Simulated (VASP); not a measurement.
# AlN (Cm) in VASP: a series of runs

The runs below take AlN through single point, with PBEsol.

All numbers are computed with VASP 6.6.1; they aren't measurements. Logs are shortened: lines on timing, memory, paths and dates and some standing lists are left out, and cuts for length are marked.

### 1 The cell of the first run

Symmetry: Cm, No. 8, monoclinic system. Conventional cell: a = 11.332 Å, b = 3.114 Å, c = 5.393 Å, α = 90.00°, β = 118.42°, γ = 90.00°. Within 2.4 Å of Al (site symmetry m) lie 4 N at 1.77 to 1.85 Å. Within 2.6 Å of Al (site symmetry m) lie 4 N at 1.94 to 2.01 Å. Al (site symmetry m) has 4 N at 1.87 to 1.91 Å within 2.5 Å. Within 2.5 Å of Al (site symmetry m) lie 4 N at 1.87 to 1.91 Å. N (site symmetry m) has 4 Al at 1.84 to 1.91 Å within 2.4 Å. Within 2.5 Å of N (site symmetry m) lie 4 Al at 1.87 to 1.96 Å. Within 2.4 Å of N (site symmetry m) lie 4 Al at 1.77 to 1.94 Å. Within 2.5 Å of N (site symmetry m) lie 4 Al at 1.85 to 2.01 Å.

### 2 Single point, PBEsol (atoms displaced along a vibrational mode)

Contents of INCAR:

```
SYSTEM = AlN
ALGO = Normal ; EDIFF = 1E-6
ENCUT = 600 ; GGA = PS
GGA_COMPAT = .FALSE. ; ISIF = 2
ISMEAR = 0 ; LASPH = .TRUE.
LCHARG = .FALSE. ; LREAL = .FALSE.
LWAVE = .FALSE. ; NBANDS = 26
NELM = 120 ; PREC = Accurate
SIGMA = 0.05
```

Contents of KPOINTS:

```
k-points
0
G
  8 8 8
  0 0 0
```

Contents of POSCAR:

```
AlN
1.0
   -3.1136926464      0.0000000000      0.0000000000
    0.0000000000      5.3930738627      0.0000000000
    1.5568463232     -2.6965369313     -4.9834165464
Al N
4 4
Direct
    0.9990966774      0.3346382548      0.9981933549
    0.4993952465      0.8305203358      0.9987904929
    0.2486512412      0.9151389314      0.4973024825
    0.7498406827      0.4166863258      0.4996813653
    0.8141215363      0.1469134329      0.6282430725
    0.3023865398      0.6362613099      0.6047730797
    0.0582540380      0.7040606158      0.1165080761
    0.5582540381      0.2457807936      0.1165080761
```

Potentials or basis: VASP PAW PBE potentials, release 64 (Al, N).

Run with:

```console
cat potpaw_PBE.64/Al/POTCAR potpaw_PBE.64/N/POTCAR > POTCAR
mpirun -np 1 vasp_std > vasp.out
```

OUTCAR:

```text
SYSTEM = AlN
   EDIFF = 1E-6
   ENCUT = 600
   GGA = PS
   ISIF = 2
   ISMEAR = 0
   LASPH = .TRUE.
   LREAL = .FALSE.
   NELM = 120
   PREC = Accurate

 ion  position               nearest neighbor table
   1  0.999  0.335  0.998-   7 1.77   5 1.84   8 1.85   8 1.85   4 3.06   3 3.06   3 3.08   3 3.08
                             4 3.08   4 3.08   2 3.09   2 3.09   2 3.13   2 3.13
   2  0.499  0.831  0.999-   7 1.94   7 1.94   6 1.96   8 2.01   3 3.06   3 3.06   4 3.07   4 3.07
                             4 3.08   3 3.08   1 3.09   1 3.09   1 3.13   1 3.13
   3  0.249  0.915  0.497-   6 1.87   7 1.90   5 1.91   5 1.91   1 3.06   2 3.06   2 3.06   1 3.08
                             1 3.08   2 3.08   4 3.11   4 3.11   4 3.12   4 3.12
   4  0.750  0.417  0.500-   6 1.87   6 1.87   5 1.91   8 1.91   1 3.06   2 3.07   2 3.07   1 3.08
                             1 3.08   2 3.08   3 3.11   3 3.11   3 3.12   3 3.12
   5  0.814  0.147  0.628-   1 1.84   3 1.91   3 1.91   4 1.91
   6  0.302  0.636  0.605-   3 1.87   4 1.87   4 1.87   2 1.96
   7  0.058  0.704  0.117-   1 1.77   3 1.90   2 1.94   2 1.94
   8  0.558  0.246  0.117-   1 1.85   1 1.85   4 1.91   2 2.01

  LATTYP: Found a body centered orthorhombic cell.
 ALAT       =     3.1136926464
 B/A-ratio  =     1.7320508076
 C/A-ratio  =     3.2009688253

  Lattice vectors:

 A1 = (  -1.5568463232,   2.6965369313,   4.9834165464)
 A2 = (   1.5568463232,  -2.6965369314,   4.9834165464)
 A3 = (   1.5568463232,   2.6965369314,  -4.9834165464)

Analysis of symmetry for initial positions (statically):
=====================================================================
 Subroutine PRICEL returns:
 Original cell was already a primitive cell.

 Routine SETGRP: Setting up the symmetry group for a
 body centered orthorhombic supercell.

 Subroutine GETGRP returns: Found  2 space group operations
 (whereof  2 operations were pure point group operations)
 out of a pool of  8 trial point group operations.

The static configuration has the point symmetry C_1h.

Analysis of symmetry for dynamics (positions and initial velocities):
=====================================================================
 Subroutine PRICEL returns:
 Original cell was already a primitive cell.

 Routine SETGRP: Setting up the symmetry group for a
 body centered orthorhombic supercell.

 Subroutine GETGRP returns: Found  2 space group operations
 (whereof  2 operations were pure point group operations)
 out of a pool of  8 trial point group operations.

The dynamic configuration has the point symmetry C_1h.

 Subroutine INISYM returns: Found  2 space group operations
 (whereof  2 operations are pure point group operations),
 and found     1 'primitive' translations

----------------------------------------------------------------------------------------

                                     Primitive cell

  volume of cell :      83.6834

  direct lattice vectors                    reciprocal lattice vectors
    -3.113692646  0.000000000  0.000000000    -0.321162078  0.000000000 -0.100332773
     0.000000000  5.393073863  0.000000000     0.000000000  0.185423012 -0.100332773
     1.556846323 -2.696536931 -4.983416546     0.000000000  0.000000000 -0.200665546

  length of vectors
     3.113692646  5.393073863  5.876182636     0.336469531  0.210827794  0.200665546

  position of ions in fractional coordinates (direct lattice)
     0.999096677  0.334638255  0.998193355
     0.499395247  0.830520336  0.998790493
     0.248651241  0.915138931  0.497302482
     0.749840683  0.416686326  0.499681365
     0.814121536  0.146913433  0.628243072
     0.302386540  0.636261310  0.604773080
     0.058254038  0.704060616  0.116508076
     0.558254038  0.245780794  0.116508076

  ion indices of the primitive-cell ions
   primitive index   ion index
                 1           1
                 2           2
                 3           3
                 4           4
                 5           5
                 6           6
                 7           7
                 8           8

----------------------------------------------------------------------------------------

 KPOINTS: k-points

Automatic generation of k-mesh.
 Grid dimensions read from file:
 generate k-points for:    8    8    8

 Generating k-lattice:

  Cartesian coordinates                     Fractional coordinates (reciprocal lattice)
    -0.040145260  0.000000000 -0.012541597     0.125000000  0.000000000  0.000000000
     0.000000000  0.023177877 -0.012541597     0.000000000  0.125000000  0.000000000
     0.000000000  0.000000000 -0.025083193     0.000000000  0.000000000  0.125000000

  Length of vectors
     0.042058691  0.026353474  0.025083193

  Shift w.r.t. Gamma in fractional coordinates (k-lattice)
     0.000000000  0.000000000  0.000000000

 Subroutine IBZKPT returns following result:
 ===========================================

 Found    150 irreducible k-points:

 Following reciprocal coordinates:
            Coordinates               Weight
  0.000000  0.000000  0.000000      1.000000
  0.125000  0.000000  0.000000      4.000000
  0.250000  0.000000  0.000000      4.000000
  0.375000  0.000000  0.000000      4.000000
  0.500000  0.000000  0.000000      2.000000
  0.000000  0.125000  0.000000      2.000000
[... 16 lines left out ...]
  0.125000  0.250000  0.000000      4.000000
 -0.125000  0.250000 -0.250000      4.000000
 [... further k-points ...]
   k-points           NKPTS =    150   k-points in BZ     NKDIM =    150   number of bands    NBANDS=     26
   number of dos      NEDOS =    301   number of ions     NIONS =      8
   total plane-waves  NPLWV =  64512
   dimension x,y,z NGX =    28 NGY =   48 NGZ =   48
   dimension x,y,z NGXF=    56 NGYF=   96 NGZF=   96
   ions per type =               4   4
   NGX,Y,Z   is equivalent  to a cutoff of  14.95, 14.80, 13.58 a.u.
   NGXF,Y,Z  is equivalent  to a cutoff of  29.90, 29.59, 27.16 a.u.
 SYSTEM =  AlN
   PREC   = accura    normal or accurate (medium, high low for compatibility)
   ISTART =      0    job   : 0-new  1-cont  2-samecut
   ICHARG =      2    charge: 1-file 2-atom 10-const
   ISPIN  =      1    spin polarized calculation?
   LNONCOLLINEAR =      F non collinear calculations
   LSORBIT =      F    spin-orbit coupling
   LASPH  =      T    aspherical Exc in radial PAW
   ENCUT  =  600.0 eV  44.10 Ry    6.64 a.u.   6.22 10.77 11.74*2*pi/ulx,y,z
   NELM   =    120;   NELMIN=  2; NELMDL= -5     # of ELM steps
   EDIFF  = 0.1E-05   stopping-criterion for ELM
   LREAL  =      F    real-space projection
   EDIFFG = 0.1E-04   stopping-criterion for IOM
   NSW    =      0    number of steps for IOM
   IBRION =     -1    ionic relax: 0-MD 1-quasi-New 2-CG
   NFREE  =      0    steps in history (QN), initial steepest desc. (CG)
   ISIF   =      2    stress and relaxation
   ISYM   =      2    0-nonsym 1-usesym 2-fastsym
   POTIM  = 0.5000    time-step for ionic-motion
   TEBEG  =    0.0;   TEEND  =   0.0 temperature during run
   PSTRESS=    0.0 pullay stress
   NELECT =      32.0000    total number of electrons
   NUPDOWN=      -1.0000    fix difference up-down
   EMIN   =  10.00;   EMAX   =-10.00  energy-range for DOS
   EFERMI =   0.00;   METHOD = LEGACY
   ISMEAR =     0;   SIGMA  =   0.05  broadening in eV -4-tet -1-fermi 0-gaus
   EFERMI_NEDOS =   21; number of points for ismear=-14 and -15
   IALGO  =     38    algorithm
   IMIX   =      4    mixing-type and parameters
     AMIX     =   0.40;   BMIX     =  1.00
     AMIX_MAG =   1.60;   BMIX_MAG =  1.00
  volume/ion in A,a.u.               =      10.46        70.59
  Fermi-wavevector in a.u.,A,eV,Ry     =   1.188261  2.245487 19.210929  1.411963
  Thomas-Fermi vector in A             =   2.324394
   LORBIT       =      0    0 simple, 1 ext, 2 COOP (PROOUT), +10 PAW based schemes
   GGA     = PS    functional components
   LHFCALC =     F    Hartree Fock is set to
   AEXX    =    0.0000 exact exchange contribution
   IVDW    =     0    specifies the selected vdW correction
   LEPSILON=     F    determine dielectric tensor
   LRPA    =     F    only Hartree local field effects (RPA)
 non-spin polarized calculation
 Gauss-broadening in eV      SIGMA  =   0.05
  energy-cutoff  :      600.00
  volume of cell :       83.68
 maximum number of plane-waves:      2820
 NGX is ok and might be reduce to    28
   NGX = 13   NGY = 21   NGZ = 23

 number of electron      31.9999999 magnetization

 Free energy of the ion-electron system (eV)
  ---------------------------------------------------
  ext. energy  EPLUGINS =         0.00000000
  ---------------------------------------------------
  free energy    TOTEN  =       -62.18997143 eV

  energy without entropy =      -62.18997143  energy(sigma->0) =      -62.18997143

 E-fermi :   6.3387     XC(G=0): -11.1004

 val. band max:        6.0755091750   @ k =   0.0000   0.0000   0.0000
 cond. band min:      10.0730842179   @ k =   0.0000   0.0000   0.0000
 fundamental gap:      3.9975750429
 Fermi energy:         6.3386875636

 k-point     1 :       0.0000    0.0000    0.0000
  band No.  band energies     occupation
      1      -9.1257      2.00000
      2      -6.9745      2.00000
      3      -6.7440      2.00000
      4      -6.6566      2.00000
      5      -0.0176      2.00000
      6       0.3892      2.00000
[... 18 lines left out ...]
     25      16.9635      0.00000
     26      17.6418      0.00000

 k-point     2 :       0.1250    0.0000    0.0000
  band No.  band energies     occupation
      1      -8.9607      2.00000
      2      -6.9183      2.00000
      3      -6.7266      2.00000
      4      -6.5679      2.00000
      5       0.2075      2.00000
      6       0.4806      2.00000
[... 18 lines left out ...]
     25      16.7246      0.00000
[... 608 lines left out ...]
     25      16.5526      0.00000
     26      17.3429      0.00000

 k-point    24 :      -0.1250    0.2500   -0.2500
  band No.  band energies     occupation
      1      -8.6573      2.00000
      2      -7.2654      2.00000
      3      -6.9715      2.00000
      4      -6.5697      2.00000
      5       0.7323      2.00000
      6       0.8871      2.00000
[... 18 lines left out ...]
     25      16.7163      0.00000
     26      17.2368      0.00000

 [... further k-points ...]

------------------------ aborting loop because EDIFF is reached ----------------------------------------

  FORCE on cell =-STRESS in cart. coord.  units (eV):
  Direction    XX          YY          ZZ          XY          YZ          ZX
  --------------------------------------------------------------------------------------
  -------------------------------------------------------------------------------------
  Total        0.5050693      1.0667452      0.5194432      0.0000000     -0.4871124      0.0000000
  in kB        9.6699065     20.4235849      9.9451039      0.0000000     -9.3261077      0.0000000
  external PRESSURE =      13.3461984 kB  Pullay stress =       0.0000000 kB

 VOLUME and BASIS-vectors are now :
 -----------------------------------------------------------------------------
  energy-cutoff  :      600.00
  volume of cell :       83.68
      direct lattice vectors                 reciprocal lattice vectors
    -3.113692646  0.000000000  0.000000000    -0.321162078  0.000000000 -0.100332773
     0.000000000  5.393073863  0.000000000     0.000000000  0.185423012 -0.100332773
     1.556846323 -2.696536931 -4.983416546     0.000000000  0.000000000 -0.200665546

 POSITION                                       TOTAL-FORCE (eV/Angst)
 -----------------------------------------------------------------------------------
     -1.55685     -0.88694     -4.97441        -0.000000     -1.092013      0.051964
     -0.00000      1.78578     -4.97739        -0.000000      0.276984      0.146001
      0.00000      3.59442     -2.47827        -0.000000      0.057616     -0.283434
     -1.55685      0.89981     -2.49012        -0.000000     -0.046068      0.308762
     -1.55685     -0.90177     -3.13080        -0.000000      0.053729      1.690690
      0.00000      1.80061     -3.01384         0.000000     -0.103054     -1.433621
      0.00000      3.48288     -0.58061         0.000000      3.483563     -0.279871
     -1.55685      1.01135     -0.58061         0.000000     -2.630757     -0.200491
 -----------------------------------------------------------------------------------
    total drift:                                0.000004      0.000009      0.000862

  FREE ENERGIE OF THE ION-ELECTRON SYSTEM (eV)
  ---------------------------------------------------
  free  energy   TOTEN  =       -62.1899714318 eV

  energy  without entropy=      -62.1899714318  energy(sigma->0) =      -62.18997143
```

Run time: 11 min. Hardware: 1 thread of Intel Xeon 8259CL, shared host; peak memory 0.44 GiB.

What came out:

* Free energy: -62.1900 eV
* Pressure: 1.3 GPa
* Largest force: 3.495 eV/Å
* Band gap on the k mesh: 4.00 eV

Forces in eV/Å, atoms in the order of the input:
```
Al   0.000 -1.092  0.052
Al   0.000  0.277  0.146
Al   0.000  0.058 -0.283
Al   0.000 -0.046  0.309
N    0.000  0.054  1.691
N    0.000 -0.103 -1.434
N    0.000  3.484 -0.280
N    0.000 -2.631 -0.200
```

Caveat: the cell differs from its parent crystal (atoms displaced along a vibrational mode); the PAW data sets were made with another functional, which shifts forces and pressure a little.

### 3 Single point, PBEsol (atoms displaced along a vibrational mode)

Contents of INCAR:

```
PREC     = Accurate       # precision mode
ENCUT    = 600            # plane-wave cutoff, eV
EDIFF    = 1E-6           # SCF threshold, eV
ISMEAR   = 0              # smearing method
SIGMA    = 0.05           # smearing width, eV
LREAL    = F              # projectors in reciprocal space
LASPH    = T              # aspherical terms in the spheres
NELM     = 120            # most SCF steps
ALGO     = Normal         # electronic algorithm
ISIF     = 2              # what is computed and relaxed
LWAVE    = F              # write WAVECAR
LCHARG   = T              # write CHGCAR
GGA      = PS             # functional
LELF     = T              # ELF
LVHAR    = T            
NBANDS   = 26             # bands
GGA_COMPAT= F
```

Contents of KPOINTS:

```
Automatic mesh
0
Gamma
  8 8 8
```

Contents of POSCAR:

```
AlN
1.0
   -3.1136926464      0.0000000000      0.0000000000
    0.0000000000      5.3930738627      0.0000000000
    1.5568463232     -2.6965369313     -4.9834165464
Al N
4 4
Direct
    0.9991962004      0.3332656151      0.9983924009
    0.4992957235      0.8318929755      0.9985914469
    0.2490477217      0.9156547295      0.4980954434
    0.7494442022      0.4161705277      0.4988884044
    0.8102098708      0.1433627252      0.6204197416
    0.3062982053      0.6398120176      0.6125964106
    0.0582540380      0.7179673417      0.1165080761
    0.5582540381      0.2318740677      0.1165080761
```

Potentials or basis: VASP PAW PBE potentials, release 64 (Al, N).

Run with:

```console
cat potpaw_PBE.64/Al/POTCAR potpaw_PBE.64/N/POTCAR > POTCAR
mpirun -np 1 vasp_std > vasp.out
```

Run time: 12 min. Hardware: 1 thread of Intel Xeon 8259CL, shared host; peak memory 0.44 GiB.

The run converged. Its results:

```
Free energy            : -62.5828 eV
Pressure               : 0.0 GPa
Largest force          : 1.048 eV/Å
Band gap on the k mesh : 4.10 eV
```

Forces in eV/Å, atoms in the order of the input:
```
Al   0.000 -0.250 -0.014
Al   0.000  0.161  0.034
Al   0.000  0.018 -0.099
Al   0.000 -0.016  0.101
N    0.000  0.024  0.533
N    0.000 -0.029 -0.504
N    0.000  1.048 -0.028
N    0.000 -0.954 -0.023
```

Stress tensor (GPa, compression positive):
```
-0.02  0.00  0.00
 0.00  0.10 -0.10
 0.00 -0.10 -0.01
```

Levels at points of the mesh, in eV from the valence-band top:
| k point | band 12 | band 13 | band 14 | band 15 | band 16 | band 17 | band 18 | band 19 | band 20 | band 21 |
| --- | --- | --- | --- | --- | --- | --- | --- | --- | --- | --- |
| (0.00, 0.00, 0.00) | -0.88 | -0.88 | -0.23 | -0.22 | 0.00 | 4.10 | 5.16 | 5.17 | 6.53 | 9.08 |
| (0.50, 0.00, 0.00) | -2.41 | -2.11 | -2.02 | -0.93 | -0.86 | 6.00 | 6.04 | 6.98 | 7.33 | 8.44 |
| (0.00, 0.50, 0.00) | -1.41 | -0.69 | -0.63 | -0.62 | -0.60 | 5.86 | 5.94 | 7.13 | 7.40 | 8.35 |
| (0.00, 0.50, 0.50) | -1.40 | -0.72 | -0.65 | -0.60 | -0.58 | 5.84 | 5.96 | 7.17 | 7.34 | 8.26 |
| (0.50, 0.50, 0.00) | -1.48 | -1.48 | -1.38 | -1.38 | -0.70 | 5.14 | 5.16 | 5.66 | 5.67 | 8.02 |
| (0.00, 0.00, 0.50) | -0.71 | -0.56 | -0.56 | -0.56 | -0.56 | 5.65 | 5.66 | 6.33 | 6.37 | 8.07 |

Caveat: the cell differs from its parent crystal (atoms displaced along a vibrational mode); the PAW data sets were made with another functional, which shifts forces and pressure a little.
